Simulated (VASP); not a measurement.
Write the native input for VASP 6.6.1 that does the following.

```
Task                   : single point
Functional             : PBEsol
Potentials or basis    : VASP PAW PBE potentials, release 64 (W_sv, Se)
Cutoff                 : 520 eV
k mesh                 : 12 × 12 × 2
Occupations            : gaussian, width 0.05 eV
Spin                   : no spin polarisation
Dipole correction      : no
Further INCAR settings : ALGO = Normal; EDIFF = 1e-06; NBANDS = 35
```

The structure of WSe2 lies in POSCAR:

```
WSe2
1.0
    2.7800219574      0.0000000000      0.0000000000
   -1.3900109787      3.2573000987      0.0000000000
    0.0000000000      0.0000000000     23.9834862109
W Se
2 4
Direct
    0.6666666667      0.3333333333      0.1376486583
    0.3333333333      0.6666666667      0.8623513417
    0.3333333333      0.6666666667      0.2073654518
    0.6666666667      0.3333333333      0.9321646899
    0.3333333333      0.6666666667      0.0678353101
    0.6666666667      0.3333333333      0.7926345482
```

This cell differs from its parent crystal: strain -0.1500 x Voigt [1, -1, 0, 0, 0, 0].

These files were run (other wordings do the same):

INCAR

```
SYSTEM = WSe2
ALGO = Normal
EDIFF = 1E-6
ENCUT = 520
GGA = PS
ISIF = 2
ISMEAR = 0
LASPH = .TRUE.
LCHARG = .FALSE.
LREAL = .FALSE.
LWAVE = .FALSE.
NBANDS = 35
NELM = 100
PREC = Accurate
SIGMA = 0.05
```

KPOINTS

```
k-points
0
G
  12 12 2
  0 0 0
```

Potentials or basis: VASP PAW PBE potentials, release 64 (W_sv, Se).

Launch:

```bash
$ cat potpaw_PBE.64/W_sv/POTCAR potpaw_PBE.64/Se/POTCAR > POTCAR
$ mpirun -np 1 vasp_std > vasp.out
```

Results of the run:

* Largest force: 1.489 eV/Å
* Band gap on the k mesh: zero (band 26 reaches 2.63 eV, above the bottom of band 27 at 2.23 eV)

Caveat: the cell differs from its parent crystal (strain -0.1500 x Voigt [1, -1, 0, 0, 0, 0]); the PAW data sets were made with another functional, which shifts forces and pressure a little; spin-orbit coupling is left out, which moves the levels of the heavy elements.

Run time: 20 min on 1 thread of Oxide Virtual Turin-like Processor, with other jobs on the host, peak memory 0.66 GiB.
